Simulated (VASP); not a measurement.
# Sn (R-3m) in VASP: further runs

Runs on Sn. Level: PBEsol. Tasks: single point.

All numbers are computed with VASP 6.6.1; they aren't measurements. Logs are shortened: lines on timing, memory, paths and dates and some standing lists are left out, and cuts for length are marked.

## (1) The cell of the first run

Symmetry: R-3m, No. 166, trigonal system. The conventional cell has a = 5.591 Å, b = 5.591 Å, c = 2.910 Å, α = 90.00°, β = 90.00°, γ = 120.00°. Sn (site symmetry -3m) has 14 Sn at 2.91 to 3.77 Å within 3.8 Å.

## (2) Single point, PBEsol

Contents of INCAR:

```
PREC = Accurate ; ENCUT = 520
EDIFF = 1E-6 ; ISMEAR = 0
SIGMA = 0.15 ; LREAL = False
LASPH = True ; NELM = 60
ALGO = Fast ; ISIF = 2
LWAVE = False ; LCHARG = False
GGA = PS ; NBANDS = 13
```

Contents of KPOINTS:

```
regular mesh
0
Gamma
  24 24 24
```

Contents of POSCAR:

```
Sn
1.0
   -2.0754572945      1.8777946950      1.8777946950
    1.8777946950     -2.0754572945      1.8777946950
    1.8777946950      1.8777946950     -2.0754572945
Sn
1
Direct
    0.0000000000      0.0000000000      0.0000000000
```

Potentials or basis: VASP PAW PBE potentials, release 64 (Sn_d).

Command:

```console
$ cat potpaw_PBE.64/Sn_d/POTCAR > POTCAR
$ mpirun -np 1 vasp_std > vasp.out
```

OUTCAR:

```text
PREC = Accurate
   ENCUT = 520
   EDIFF = 1E-6
   ISMEAR = 0
   LREAL = False
   LASPH = True
   NELM = 60
   ISIF = 2
   GGA = PS

 ion  position               nearest neighbor table
   1  0.000  0.000  0.000-

  LATTYP: Found a trigonal (rhomboedric) cell.
 ALAT       =     3.3704226463
 COS(alpha) =    -0.3757523646

  Lattice vectors:

 A1 = (  -2.0754572945,   1.8777946950,   1.8777946950)
 A2 = (   1.8777946950,  -2.0754572945,   1.8777946950)
 A3 = (   1.8777946950,   1.8777946950,  -2.0754572945)

Analysis of symmetry for initial positions (statically):
=====================================================================
 Subroutine PRICEL returns:
 Original cell was already a primitive cell.

 Routine SETGRP: Setting up the symmetry group for a
 trigonal (rhombohedral) supercell.

 Subroutine GETGRP returns: Found 12 space group operations
 (whereof 12 operations were pure point group operations)
 out of a pool of 12 trial point group operations.

The static configuration has the point symmetry D_3d.

Analysis of symmetry for dynamics (positions and initial velocities):
=====================================================================
 Subroutine PRICEL returns:
 Original cell was already a primitive cell.

 Routine SETGRP: Setting up the symmetry group for a
 trigonal (rhombohedral) supercell.

 Subroutine GETGRP returns: Found 12 space group operations
 (whereof 12 operations were pure point group operations)
 out of a pool of 12 trial point group operations.

The dynamic configuration has the point symmetry D_3d.

 Subroutine INISYM returns: Found 12 space group operations
 (whereof 12 operations are pure point group operations),
 and found     1 'primitive' translations

----------------------------------------------------------------------------------------

                                     Primitive cell

  volume of cell :      26.2574

  direct lattice vectors                    reciprocal lattice vectors
    -2.075457295  1.877794695  1.877794695     0.029759565  0.282715866  0.282715866
     1.877794695 -2.075457295  1.877794695     0.282715866  0.029759565  0.282715866
     1.877794695  1.877794695 -2.075457295     0.282715866  0.282715866  0.029759565

  length of vectors
     3.370422646  3.370422646  3.370422646     0.400926618  0.400926618  0.400926618

  position of ions in fractional coordinates (direct lattice)
     0.000000000  0.000000000  0.000000000

  ion indices of the primitive-cell ions
   primitive index   ion index
                 1           1

----------------------------------------------------------------------------------------

 KPOINTS: regular mesh

Automatic generation of k-mesh.
 Grid dimensions read from file:
 generate k-points for:   24   24   24

 Generating k-lattice:

  Cartesian coordinates                     Fractional coordinates (reciprocal lattice)
     0.001239982  0.011779828  0.011779828     0.041666667  0.000000000  0.000000000
     0.011779828  0.001239982  0.011779828     0.000000000  0.041666667  0.000000000
     0.011779828  0.011779828  0.001239982    -0.000000000 -0.000000000  0.041666667

  Length of vectors
     0.016705276  0.016705276  0.016705276

  Shift w.r.t. Gamma in fractional coordinates (k-lattice)
     0.000000000  0.000000000  0.000000000

 Subroutine IBZKPT returns following result:
 ===========================================

 Found   1313 irreducible k-points:

 Following reciprocal coordinates:
            Coordinates               Weight
  0.000000  0.000000  0.000000      1.000000
  0.041667  0.000000  0.000000      6.000000
  0.083333  0.000000  0.000000      6.000000
  0.125000  0.000000  0.000000      6.000000
  0.166667  0.000000 -0.000000      6.000000
  0.208333  0.000000  0.000000      6.000000
[... 16 lines left out ...]
  0.416667  0.041667 -0.000000     12.000000
  0.458333  0.041667 -0.000000     12.000000
 [... further k-points ...]
   k-points           NKPTS =   1313   k-points in BZ     NKDIM =   1313   number of bands    NBANDS=     13
   number of dos      NEDOS =    301   number of ions     NIONS =      1
   total plane-waves  NPLWV =  21952
   dimension x,y,z NGX =    28 NGY =   28 NGZ =   28
   dimension x,y,z NGXF=    56 NGYF=   56 NGZF=   56
   ions per type =               1
   NGX,Y,Z   is equivalent  to a cutoff of  13.81, 13.81, 13.81 a.u.
   NGXF,Y,Z  is equivalent  to a cutoff of  27.62, 27.62, 27.62 a.u.
 SYSTEM =  unknown system
   PREC   = accura    normal or accurate (medium, high low for compatibility)
   ISTART =      0    job   : 0-new  1-cont  2-samecut
   ICHARG =      2    charge: 1-file 2-atom 10-const
   ISPIN  =      1    spin polarized calculation?
   LNONCOLLINEAR =      F non collinear calculations
   LSORBIT =      F    spin-orbit coupling
   LASPH  =      T    aspherical Exc in radial PAW
   ENCUT  =  520.0 eV  38.22 Ry    6.18 a.u.   6.27  6.27  6.27*2*pi/ulx,y,z
   NELM   =     60;   NELMIN=  2; NELMDL= -5     # of ELM steps
   EDIFF  = 0.1E-05   stopping-criterion for ELM
   LREAL  =      F    real-space projection
   EDIFFG = 0.1E-04   stopping-criterion for IOM
   NSW    =      0    number of steps for IOM
   IBRION =     -1    ionic relax: 0-MD 1-quasi-New 2-CG
   NFREE  =      0    steps in history (QN), initial steepest desc. (CG)
   ISIF   =      2    stress and relaxation
   ISYM   =      2    0-nonsym 1-usesym 2-fastsym
   POTIM  = 0.5000    time-step for ionic-motion
   TEBEG  =    0.0;   TEEND  =   0.0 temperature during run
   PSTRESS=    0.0 pullay stress
   NELECT =      14.0000    total number of electrons
   NUPDOWN=      -1.0000    fix difference up-down
   EMIN   =  10.00;   EMAX   =-10.00  energy-range for DOS
   EFERMI =   0.00;   METHOD = LEGACY
   ISMEAR =     0;   SIGMA  =   0.15  broadening in eV -4-tet -1-fermi 0-gaus
   EFERMI_NEDOS =   21; number of points for ismear=-14 and -15
   IALGO  =     68    algorithm
   IMIX   =      4    mixing-type and parameters
     AMIX     =   0.40;   BMIX     =  1.00
     AMIX_MAG =   1.60;   BMIX_MAG =  1.00
  volume/ion in A,a.u.               =      26.26       177.19
  Fermi-wavevector in a.u.,A,eV,Ry     =   1.327496  2.508605 23.976824  1.762247
  Thomas-Fermi vector in A             =   2.456804
   LORBIT       =      0    0 simple, 1 ext, 2 COOP (PROOUT), +10 PAW based schemes
   GGA     = PS    functional components
   LHFCALC =     F    Hartree Fock is set to
   AEXX    =    0.0000 exact exchange contribution
   IVDW    =     0    specifies the selected vdW correction
   LEPSILON=     F    determine dielectric tensor
   LRPA    =     F    only Hartree local field effects (RPA)
 non-spin polarized calculation
 RMM-DIIS sequential band-by-band and
 Gauss-broadening in eV      SIGMA  =   0.15
  energy-cutoff  :      520.00
  volume of cell :       26.26
 maximum number of plane-waves:       722
 NGX is ok and might be reduce to    28

 number of electron      13.9999997 magnetization

 Free energy of the ion-electron system (eV)
  ---------------------------------------------------
  ext. energy  EPLUGINS =         0.00000000
  ---------------------------------------------------
  free energy    TOTEN  =        -4.14412905 eV

  energy without entropy =       -4.13743435  energy(sigma->0) =       -4.14078170

 E-fermi :   8.3709     XC(G=0): -10.6514

 val. band max:        8.3687737634   @ k =  -0.4583   0.4167   0.4167
 cond. band min:       8.3711607181   @ k =  -0.2500   0.5000   0.0417
 fundamental gap:      0.0023869547
 Fermi energy:         8.3709175301

 k-point     1 :       0.0000    0.0000    0.0000
  band No.  band energies     occupation
      1     -13.3392      2.00000
      2     -13.1058      2.00000
      3     -13.1058      2.00000
      4     -12.9530      2.00000
      5     -12.9530      2.00000
      6      -3.0652      2.00000
      7      14.8286      0.00000
      8      14.8286      0.00000
      9      19.1450      0.00000
     10      19.2158      0.00000
     11      19.4726      0.00000
     12      19.9468      0.00000
     13      19.9468      0.00000

 k-point     2 :       0.0417    0.0000    0.0000
  band No.  band energies     occupation
      1     -13.3307      2.00000
      2     -13.1062      2.00000
      3     -13.1040      2.00000
      4     -12.9562      2.00000
      5     -12.9552      2.00000
      6      -3.0213      2.00000
      7      14.7157      0.00000
      8      14.8198      0.00000
      9      18.5746      0.00000
     10      18.9615      0.00000
     11      19.7791      0.00000
     12      20.0436      0.00000
     13      20.3175      0.00000

 k-point     3 :       0.0833    0.0000    0.0000
  band No.  band energies     occupation
      1     -13.3055      2.00000
      2     -13.1076      2.00000
      3     -13.0987      2.00000
      4     -12.9654      2.00000
      5     -12.9616      2.00000
      6      -2.8895      2.00000
      7      14.4147      0.00000
      8      14.7882      0.00000
      9      17.4835      0.00000
     10      18.6365      0.00000
     11      20.0132      0.00000
     12      20.4849      0.00000
     13      20.6261      0.00000

 k-point     4 :       0.1250    0.0000    0.0000
  band No.  band energies     occupation
      1     -13.2657      2.00000
      2     -13.1100      2.00000
      3     -13.0902      2.00000
      4     -12.9799      2.00000
      5     -12.9714      2.00000
      6      -2.6692      2.00000
      7      13.9960      0.00000
      8      14.7220      0.00000
      9      16.1083      0.00000
     10      18.4327      0.00000
     11      19.6543      0.00000
     12      20.1816      0.00000
     13      20.5120      0.00000

 k-point     5 :       0.1667    0.0000   -0.0000
  band No.  band energies     occupation
      1     -13.2144      2.00000
      2     -13.1138      2.00000
      3     -13.0789      2.00000
      4     -12.9982      2.00000
      5     -12.9833      2.00000
      6      -2.3596      2.00000
      7      13.4904      0.00000
      8      14.6138      0.00000
      9      14.6463      0.00000
     10      18.3549      0.00000
     11      18.8193      0.00000
     12      19.8581      0.00000
     13      20.3822      0.00000

 k-point     6 :       0.2083    0.0000    0.0000
  band No.  band energies     occupation
      1     -13.1576      2.00000
      2     -13.1194      2.00000
      3     -13.0645      2.00000
      4     -13.0179      2.00000
      5     -12.9961      2.00000
      6      -1.9599      2.00000
      7      12.6836      0.00000
      8      13.4516      0.00000
      9      14.4690      0.00000
     10      18.1018      0.00000
     11      18.2950      0.00000
     12      19.4169      0.00000
     13      20.6300      0.00000

 k-point     7 :       0.2500    0.0000    0.0000
  band No.  band energies     occupation
      1     -13.1270      2.00000
      2     -13.1113      2.00000
      3     -13.0407      2.00000
      4     -13.0326      2.00000
      5     -13.0081      2.00000
      6      -1.4695      2.00000
      7      11.3223      0.00000
      8      12.8526      0.00000
      9      14.3043      0.00000
     10      17.4928      0.00000
     11      18.0357      0.00000
     12      19.4069      0.00000
     13      20.9287      0.00000
[... 193 lines left out ...]
 k-point    20 :       0.2917    0.0417    0.0000
  band No.  band energies     occupation
      1     -13.1433      2.00000
      2     -13.1147      2.00000
      3     -13.0311      2.00000
      4     -13.0259      2.00000
      5     -12.9419      2.00000
      6      -0.4552      2.00000
      7       8.9700      0.00000
      8      12.4774      0.00000
      9      14.2694      0.00000
     10      16.5477      0.00000
     11      17.1911      0.00000
     12      19.8346      0.00000
     13      21.7897      0.00000

 k-point    21 :       0.3333    0.0417    0.0000
  band No.  band energies     occupation
      1     -13.1541      2.00000
      2     -13.1319      2.00000
      3     -13.0320      2.00000
      4     -13.0208      2.00000
      5     -12.8873      2.00000
      6       0.2734      2.00000
      7       7.5999      2.00000
      8      12.0689      0.00000
      9      14.0314      0.00000
     10      16.3109      0.00000
     11      16.9442      0.00000
     12      20.3999      0.00000
     13      22.2087      0.00000

 k-point    22 :       0.3750    0.0417    0.0000
  band No.  band energies     occupation
      1     -13.1632      2.00000
      2     -13.1467      2.00000
      3     -13.0349      2.00000
      4     -13.0125      2.00000
      5     -12.8445      2.00000
      6       1.0872      2.00000
      7       6.3061      2.00000
      8      11.7270      0.00000
      9      13.8125      0.00000
     10      16.1527      0.00000
     11      16.8028      0.00000
     12      21.0399      0.00000
     13      22.6089      0.00000

 k-point    23 :       0.4167    0.0417   -0.0000
  band No.  band energies     occupation
      1     -13.1692      2.00000
      2     -13.1567      2.00000
      3     -13.0366      2.00000
      4     -13.0061      2.00000
      5     -12.8168      2.00000
      6       1.9709      2.00000
      7       5.1095      2.00000
      8      11.4625      0.00000
      9      13.6272      0.00000
     10      16.0714      0.00000
     11      16.7602      0.00000
     12      21.7004      0.00000
     13      22.8746      0.00000

 k-point    24 :       0.4583    0.0417   -0.0000
  band No.  band energies     occupation
      1     -13.1716      2.00000
      2     -13.1606      2.00000
      3     -13.0372      2.00000
      4     -13.0024      2.00000
      5     -12.8063      2.00000
      6       2.8115      2.00000
      7       4.1259      2.00000
      8      11.2823      0.00000
      9      13.4852      0.00000
     10      16.0684      0.00000
     11      16.8082      0.00000
     12      22.2465      0.00000
     13      22.8582      0.00000

 [... further k-points ...]
[... 5 lines left out ...]
  --------------------------------------------------------------------------------------
  -------------------------------------------------------------------------------------
  Total        0.2634580      0.2634580      0.2634580      0.6369691      0.6369691      0.6369691
  in kB       16.0756855     16.0756855     16.0756855     38.8665951     38.8665951     38.8665951
  external PRESSURE =      16.0756855 kB  Pullay stress =       0.0000000 kB

 VOLUME and BASIS-vectors are now :
 -----------------------------------------------------------------------------
  energy-cutoff  :      520.00
  volume of cell :       26.26
      direct lattice vectors                 reciprocal lattice vectors
    -2.075457295  1.877794695  1.877794695     0.029759565  0.282715866  0.282715866
     1.877794695 -2.075457295  1.877794695     0.282715866  0.029759565  0.282715866
     1.877794695  1.877794695 -2.075457295     0.282715866  0.282715866  0.029759565

 POSITION                                       TOTAL-FORCE (eV/Angst)
 -----------------------------------------------------------------------------------
      0.00000      0.00000      0.00000         0.000000      0.000000      0.000000
 -----------------------------------------------------------------------------------
    total drift:                               -0.000000     -0.000000     -0.000000

  FREE ENERGIE OF THE ION-ELECTRON SYSTEM (eV)
  ---------------------------------------------------
  free  energy   TOTEN  =        -4.1441290489 eV

  energy  without entropy=       -4.1374343508  energy(sigma->0) =       -4.14078170
```

Wall time 4 min (1 thread of Intel Xeon 6975P-C (Granite Rapids), shared host); peak memory 0.5 GiB.

Results:

- Free energy: -4.1441 eV
- Pressure: 1.6 GPa
- Band gap on the k mesh: zero (band 7 reaches 15.02 eV, above the bottom of band 8 at 5.30 eV)

Levels at points of the mesh, in eV from the Fermi level:
```csv
k point,band 3,band 4,band 5,band 6,band 7,band 8,band 9,band 10,band 11,band 12
"(0.00, 0.00, 0.00)",-21.48,-21.32,-21.32,-11.44,6.46,6.46,10.77,10.84,11.10,11.58
"(0.50, 0.00, 0.00)",-21.41,-21.37,-21.18,-5.45,-4.41,3.06,5.32,7.52,8.14,14.06
"(0.50, 0.50, 0.00)",-21.34,-21.32,-21.28,-7.44,-4.86,2.92,6.67,7.91,11.58,17.00
"(0.50, 0.50, 0.50)",-21.34,-21.34,-21.15,-2.09,-1.57,0.11,0.11,3.95,3.95,17.50
```

Caveat: the PAW data sets were made with another functional, which shifts forces and pressure a little; spin-orbit coupling is left out, which moves the levels of the heavy elements.

## (3) Single point, PBEsol

This run uses another cell than the first one, of the same volume but with other edges.

Contents of INCAR:

```
PREC     = Accurate       # precision mode
ENCUT    = 520            # plane-wave cutoff, eV
EDIFF    = 1E-6           # SCF threshold, eV
ISMEAR   = 0              # smearing method
SIGMA    = 0.15           # smearing width, eV
LREAL    = F              # projectors in reciprocal space
LASPH    = T              # aspherical terms in the spheres
NELM     = 80             # most SCF steps
ALGO     = Fast           # electronic algorithm
ISIF     = 2              # what is computed and relaxed
LWAVE    = F              # write WAVECAR
LCHARG   = F              # write CHGCAR
GGA      = PS             # functional
NBANDS   = 13             # bands
```

Contents of KPOINTS:

```
Automatic mesh
0
Gamma
  24 24 24
```

Contents of POSCAR:

```
Sn
1.0
   -1.6445250972      1.8794572540      1.8794572540
    1.8794572540     -1.6445250972      1.8794572540
    1.8794572540      1.8794572540     -1.6445250972
Sn
1
Direct
    0.0000000000      0.0000000000      0.0000000000
```

Potentials or basis: VASP PAW PBE potentials, release 64 (Sn_d).

Command:

```console
$ cat potpaw_PBE.64/Sn_d/POTCAR > POTCAR
$ mpirun -np 1 vasp_std > vasp.out
```

It took 1.7 min on 1 thread of Intel Xeon 6975P-C (Granite Rapids), shared host; peak memory 0.48 GiB.

Results (log left out):

```yaml
Free_energy: -4.1874 eV
Pressure: 1.0 GPa
Band_gap_on_the_k_mesh: zero (band 7 reaches 14.81 eV, above the bottom of band 8 at 5.97 eV)
```

Stress tensor (GPa, compression positive):
```
 0.99 -1.14 -1.14
-1.14  0.99 -1.14
-1.14 -1.14  0.99
```

Levels at points of the mesh, in eV from the Fermi level:
| k point | band 4 | band 5 | band 6 | band 7 | band 8 | band 9 | band 10 | band 11 |
| --- | --- | --- | --- | --- | --- | --- | --- | --- |
| (0.00, 0.00, 0.00) | -21.31 | -21.31 | -11.42 | 6.45 | 7.92 | 7.92 | 11.20 | 11.20 |
| (0.50, 0.00, 0.00) | -21.32 | -21.26 | -7.30 | -4.90 | 4.83 | 6.15 | 9.01 | 9.28 |
| (0.50, 0.50, 0.00) | -21.34 | -21.19 | -5.58 | -4.29 | 1.60 | 5.47 | 6.77 | 10.37 |
| (0.50, 0.50, 0.50) | -21.20 | -21.20 | -2.05 | -0.92 | -0.92 | 0.55 | 3.98 | 3.98 |

Caveat: the PAW data sets were made with another functional, which shifts forces and pressure a little; spin-orbit coupling is left out, which moves the levels of the heavy elements.

[end of part 1 of 2]
